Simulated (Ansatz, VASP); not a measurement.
SrTl in VASP and in Ansatz

```xyz
2
Lattice="4.0320 0.0000 0.0000 0.0000 4.0320 0.0000 0.0000 0.0000 4.0320" Properties=species:S:1:pos:R:3 pbc="T T T"
Sr    0.0000    0.0000    0.0000
Tl    2.0160    2.0160    2.0160
```

Alike in both runs: task single point; functional LDA; k mesh 8 × 8 × 8; occupations fermi-dirac, width 0.05 eV; no spin polarisation.

|  | VASP | Ansatz |
| --- | --- | --- |
| version | VASP 6.6.1 | Ansatz 0.2.0 |
| potentials or method | VASP PAW LDA potentials, release 64 (Sr_sv, Tl_d), cutoff 520 eV | all-electron LAPW, scalar-relativistic |

```tsv
	VASP	Ansatz	Ansatz less VASP
pressure (GPa)	-1.8	-1.8	-0.08
```

LDA's correlation is that of Perdew and Zunger in VASP and of Perdew and Wang (1992) in Ansatz. Ansatz ran all-electron here, and VASP with PAW potentials.

Spin-orbit coupling is off throughout.
